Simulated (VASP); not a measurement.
# H2C5 in VASP: a series of runs, part 2 of 2

VASP 6.6.1.

**3. Single point, PBE**

The input, INCAR:

```
PREC     = Accurate       # precision mode
ENCUT    = 520            # plane-wave cutoff, eV
EDIFF    = 1E-6           # SCF threshold, eV
ISMEAR   = -1             # smearing method
SIGMA    = 0.02           # smearing width, eV
LREAL    = Auto         
LASPH    = T              # aspherical terms in the spheres
NELM     = 100            # most SCF steps
ALGO     = Normal         # electronic algorithm
ISIF     = 2              # what is computed and relaxed
LWAVE    = F              # write WAVECAR
LCHARG   = T              # write CHGCAR
GGA      = PE             # functional
LELF     = T              # ELF
LVHAR    = T            
NBANDS   = 122            # bands
```

The input, KPOINTS:

```
Automatic mesh
0
Gamma
  2 1 1
```

The input, POSCAR:

```
H2C5
1.0
    5.0487420000      0.0000000000      0.0000000000
    0.0000000000     10.0974850000      0.0000000000
    0.0000000000      0.0000000000     16.1647000000
H C
16 40
Direct
    0.4277897346      0.0000000000      0.0618631957
    0.0722160095      0.0000000000      0.0618631957
    0.9277954786      0.0000000000      0.0618631957
    0.5722217535      0.0000000000      0.0618631957
    0.4277897346      0.2500028472      0.0618631957
    0.0722160095      0.2500028472      0.0618631957
    0.9277954786      0.2500028472      0.0618631957
    0.5722217535      0.2500028472      0.0618631957
    0.4277897346      0.4999957910      0.0618631957
    0.0722160095      0.4999957910      0.0618631957
    0.9277954786      0.4999957910      0.0618631957
    0.5722217535      0.4999957910      0.0618631957
    0.4277897346      0.7499986383      0.0618631957
    0.0722160095      0.7499986383      0.0618631957
    0.9277954786      0.7499986383      0.0618631957
    0.5722217535      0.7499986383      0.0618631957
    0.2500028720      0.0000000000      0.1011277661
    0.7500086160      0.0000000000      0.1011277661
    0.2500028720      0.2500028472      0.1011277661
    0.7500086160      0.2500028472      0.1011277661
    0.2500028720      0.4999957910      0.1011277661
    0.7500086160      0.4999957910      0.1011277661
    0.2500028720      0.7499986383      0.1011277661
    0.7500086160      0.7499986383      0.1011277661
    0.2500028720      0.1250014236      0.1563406682
    0.7500086160      0.1250014236      0.1563406682
    0.2500028720      0.3750042709      0.1563406682
    0.7500086160      0.3750042709      0.1563406682
    0.2500028720      0.6249972147      0.1563406682
    0.7500086160      0.6249972147      0.1563406682
    0.2500028720      0.8750000619      0.1563406682
    0.7500086160      0.8750000619      0.1563406682
   -0.0309780139      0.1197129780      0.2027566240
    0.4945192288      0.1214956001      0.2041980365
    0.0083189040      0.3754400229      0.2182100503
    0.5246851592      0.3784902874      0.2186245337
    0.0087744630      0.6192036928      0.2052744561
    0.5056903284      0.6223926057      0.2085408328
    0.0090517598      0.8719597009      0.2133228578
    0.5107014777      0.8642845223      0.2186369063
   -0.0105174715      0.0098044216      0.2686780454
    0.5010951243      0.0059123633      0.2721423843
    0.0059420743      0.2357220635      0.2637475487
    0.5018477870      0.2400696807      0.2617369948
   -0.0004357521      0.5081463354      0.2698843777
    0.5328852217      0.5101963509      0.2669829938
    0.0223025855      0.7434821641      0.2652755696
    0.5036898301      0.7353118128      0.2712329954
    0.2517062666      0.0601436892      0.3025543314
    0.7587830790      0.0672246604      0.3076456724
    0.2502009411      0.1922359875      0.3058330807
    0.7683498186      0.1980097024      0.3134298812
    0.2516468459      0.5473541184      0.3120070277
    0.7534154053      0.5571486365      0.3085674340
    0.2519241427      0.6926972409      0.3128421808
    0.7692807436      0.6910928810      0.3110667071
```

Potentials or basis: VASP PAW PBE potentials, release 64 (H, C).

Command:

```console
$ cat potpaw_PBE.64/H/POTCAR potpaw_PBE.64/C/POTCAR > POTCAR
$ mpirun -np 1 vasp_std > vasp.out
```

It took 5.9 min on 1 thread of Intel Xeon Platinum 8488C (Sapphire Rapids), shared host; peak memory 0.77 GiB.

The run converged. Its results:

```yaml
Free_energy: -374.6612 eV
Largest_force: 9.117 eV/Å
Band_gap_on_the_k_mesh: 0.46 eV
```

Forces on the atoms (eV/Å):
```
H   -8.958 -0.135 -0.044
H    8.959 -0.116  0.064
H   -8.896 -0.172  0.080
H    8.880 -0.047  0.060
H   -8.922  0.071  0.029
H    8.917  0.058  0.062
H   -8.921  0.072  0.065
H    8.900 -0.009  0.076
H   -8.940 -0.084  0.006
H    8.897 -0.015  0.026
H   -8.922 -0.032  0.049
H    8.878 -0.067  0.031
H   -8.929  0.027  0.091
H    8.914  0.012  0.049
H   -8.975  0.035  0.030
H    8.942  0.004  0.056
C    0.450 -0.097  0.776
C   -0.221 -0.378  0.743
C    0.127  0.154  1.337
C    0.013  0.331  1.007
C    0.180 -0.326  0.800
C   -0.123 -0.157  0.847
C   -0.040  0.081  1.020
C    0.028  0.066  0.837
C   -2.274 -1.160 -4.866
C   -4.940 -0.727 -7.009
C    0.893  0.947  1.038
C    1.623  0.159  0.483
C    1.487 -0.930 -3.533
C    0.908 -0.170 -3.521
C    1.082 -0.416  0.482
C    0.712 -1.168  0.772
C    8.666  1.699  2.265
C    1.569  0.735  0.150
C   -0.559 -1.036 -1.078
C   -2.625 -1.638 -1.395
C   -1.120  1.919 -0.257
C   -0.561  1.013 -2.239
C   -1.306  1.158  1.650
C   -1.246  2.982  0.297
C    2.595 -1.554 -1.411
C    1.129 -0.072 -1.631
C   -0.875  2.360  0.941
C    1.165  0.761  3.565
C    1.995 -1.621 -0.521
C   -6.494 -2.453  0.772
C   -2.570 -1.893  1.504
C    1.480  0.965 -0.039
C   -1.267 -1.925  2.209
C   -2.396 -3.914  2.097
C    0.958  2.028 -0.094
C   -2.825  1.976 -0.923
C    1.213  3.115  0.210
C    3.630  0.096  2.514
C    1.215 -2.239 -0.147
C   -1.500  1.726 -0.384
```

Levels at points of the mesh, in eV from the valence-band top:
```tsv
k point	band 85	band 86	band 87	band 88	band 89	band 90	band 91	band 92
(0.00, 0.00, 0.00)	-0.72	-0.35	-0.25	0.00	0.46	1.16	1.41	2.11
(0.50, 0.00, 0.00)	-1.22	-1.12	-0.89	-0.81	1.03	1.51	1.78	2.03
```

Caveat: the k points lie up to 0.62 Å⁻¹ apart; the atoms stand as in a frame of molecular dynamics.

**4. Single point, PBE**

The input, INCAR:

```
ALGO = Normal ; EDIFF = 1E-6
ENCUT = 520 ; GGA = PE
ISIF = 2 ; ISMEAR = -1
LASPH = T ; LCHARG = T
LELF = T ; LREAL = Auto
LVHAR = T ; LWAVE = F
NBANDS = 122 ; NELM = 80
PREC = Accurate ; SIGMA = 0.02
```

The input, KPOINTS:

```
k-points
0
Gamma
  2 1 1
```

The input, POSCAR:

```
H2C5
1.0
    5.0487420000      0.0000000000      0.0000000000
    0.0000000000     10.0974850000      0.0000000000
    0.0000000000      0.0000000000     16.1647000000
H C
16 40
Direct
    0.4277897346      0.0000000000      0.0618631957
    0.0722160095      0.0000000000      0.0618631957
    0.9277954786      0.0000000000      0.0618631957
    0.5722217535      0.0000000000      0.0618631957
    0.4277897346      0.2500028472      0.0618631957
    0.0722160095      0.2500028472      0.0618631957
    0.9277954786      0.2500028472      0.0618631957
    0.5722217535      0.2500028472      0.0618631957
    0.4277897346      0.4999957910      0.0618631957
    0.0722160095      0.4999957910      0.0618631957
    0.9277954786      0.4999957910      0.0618631957
    0.5722217535      0.4999957910      0.0618631957
    0.4277897346      0.7499986383      0.0618631957
    0.0722160095      0.7499986383      0.0618631957
    0.9277954786      0.7499986383      0.0618631957
    0.5722217535      0.7499986383      0.0618631957
    0.2500028720      0.0000000000      0.1011277661
    0.7500086160      0.0000000000      0.1011277661
    0.2500028720      0.2500028472      0.1011277661
    0.7500086160      0.2500028472      0.1011277661
    0.2500028720      0.4999957910      0.1011277661
    0.7500086160      0.4999957910      0.1011277661
    0.2500028720      0.7499986383      0.1011277661
    0.7500086160      0.7499986383      0.1011277661
    0.2500028720      0.1250014236      0.1563406682
    0.7500086160      0.1250014236      0.1563406682
    0.2500028720      0.3750042709      0.1563406682
    0.7500086160      0.3750042709      0.1563406682
    0.2500028720      0.6249972147      0.1563406682
    0.7500086160      0.6249972147      0.1563406682
    0.2500028720      0.8750000619      0.1563406682
    0.7500086160      0.8750000619      0.1563406682
   -0.0023174090      0.1257738932      0.2089986205
    0.4938061798      0.1235555190      0.2101802075
   -0.0060609158      0.3737960492      0.2144054638
    0.4669678110      0.3608225216      0.2200845051
   -0.0036444722      0.6271858785      0.2097842830
    0.4964206925      0.6204713352      0.2078232197
   -0.0032087201      0.8707910930      0.2210124531
    0.4984806116      0.8751585172      0.2187111422
   -0.0083981317      0.0014062908      0.2779637110
    0.4956482229      0.0028422919      0.2735404926
   -0.0174895053      0.2418324959      0.2747097070
    0.4872104774      0.2332065856      0.2719753537
    0.0266204928      0.5080175905      0.2759717161
    0.4920235576      0.4985399830      0.2674036635
   -0.0127952666      0.7376589319      0.2668283358
    0.5020854700      0.7380154563      0.2723094150
    0.2413076366      0.0464274025      0.3099964738
    0.7594367072      0.0487250043      0.3172715856
    0.2498444167      0.1845310986      0.3161518618
    0.7473346826      0.1807380749      0.3260499731
    0.2722064229      0.5541379858      0.3186511349
    0.7557130073      0.5531179299      0.3213793018
    0.2592527010      0.6977579070      0.3190408730
    0.7574362089      0.7008378819      0.3152424728
```

Command:

```console
$ cat potpaw_PBE.64/H/POTCAR potpaw_PBE.64/C/POTCAR > POTCAR
$ mpirun -np 1 vasp_std > vasp.out
```

Wall time 7.3 min (1 thread of Intel Xeon Platinum 8488C (Sapphire Rapids), shared host); peak memory 0.79 GiB.

The run converged. Its results:

| Quantity | Value |
| --- | --- |
| Free energy | -374.3713 eV |
| Largest force | 8.960 eV/Å |
| Band gap on the k mesh | 0.27 eV |

Forces in eV/Å, atoms in the order of the input:
```
H   -8.855 -0.064  0.090
H    8.908 -0.035  0.051
H   -8.948 -0.041  0.034
H    8.917 -0.085  0.037
H   -8.891  0.003  0.064
H    8.895  0.004  0.035
H   -8.890 -0.009 -0.008
H    8.935  0.069  0.047
H   -8.876 -0.024  0.067
H    8.873 -0.174  0.083
H   -8.877 -0.165  0.034
H    8.960  0.002  0.023
H   -8.888  0.085  0.016
H    8.880  0.029  0.042
H   -8.876  0.026  0.050
H    8.888  0.054  0.017
C   -0.211 -0.154  1.368
C    0.121 -0.124  1.290
C   -0.020  0.053  0.915
C    0.112  0.171  1.174
C    0.195  0.005  1.415
C   -0.189 -0.146  1.326
C    0.132  0.181  1.303
C   -0.071  0.144  1.364
C   -0.615 -0.193 -1.770
C   -0.543 -0.226 -1.909
C   -1.962 -1.592  0.550
C   -0.950 -0.691  0.897
C   -0.670  0.076 -2.471
C   -0.463 -0.596 -2.324
C   -0.080 -0.086  1.845
C   -0.265 -0.001  1.613
C   -1.094 -0.426 -0.431
C    1.838 -1.194 -1.534
C    0.275  0.393  2.964
C    4.600  3.520  0.370
C    1.421 -2.460 -1.626
C    0.990  0.494 -0.470
C   -0.274  0.754 -1.235
C    0.210 -0.984 -0.290
C    1.315 -1.233 -3.620
C    0.683 -0.159 -1.527
C    2.231 -2.262  0.313
C    0.645 -0.504  1.755
C   -4.437  0.386 -0.790
C    2.095  1.897  2.908
C    3.374  1.815  2.895
C   -0.014  0.924 -0.497
C    1.550  1.843  2.367
C   -3.653 -0.712  0.331
C   -2.139  0.750 -0.610
C   -0.239  4.074 -3.154
C   -2.129  1.335 -1.403
C    0.947  1.479 -2.912
C   -0.698 -2.133 -1.328
C   -2.176 -4.090  0.260
```

Levels at points of the mesh, in eV from the valence-band top:
| k point | band 84 | band 85 | band 86 | band 87 | band 88 | band 89 | band 90 | band 91 | band 92 | band 93 |
| --- | --- | --- | --- | --- | --- | --- | --- | --- | --- | --- |
| (0.00, 0.00, 0.00) | -0.78 | -0.64 | -0.41 | -0.17 | 0.00 | 0.27 | 0.76 | 0.96 | 1.67 | 2.06 |
| (0.50, 0.00, 0.00) | -2.31 | -1.37 | -0.97 | -0.86 | -0.59 | 0.82 | 0.99 | 1.27 | 1.74 | 3.22 |

Caveat: the k points lie up to 0.62 Å⁻¹ apart; the atoms stand as in a frame of molecular dynamics.

**5. Summary**

```csv
cell,gap on the mesh (eV),largest force (eV/Å)
"as given, atomic positions A",0.70,8.94
"as given, atomic positions B",0.46,9.12
"as given, atomic positions C",0.27,8.96
```

Alike in all rows: task single point; level PBE; potentials or basis VASP PAW PBE potentials, release 64 (H, C); no spin polarisation; k mesh 2 × 1 × 1; cutoff (eV) 520; smearing fermi-dirac 0.02 eV.

Caveats: all runs use coarse meshes; the atoms stand as in a frame of molecular dynamics (at least some runs).

Absolute energies hang on the potentials; compare differences alone.
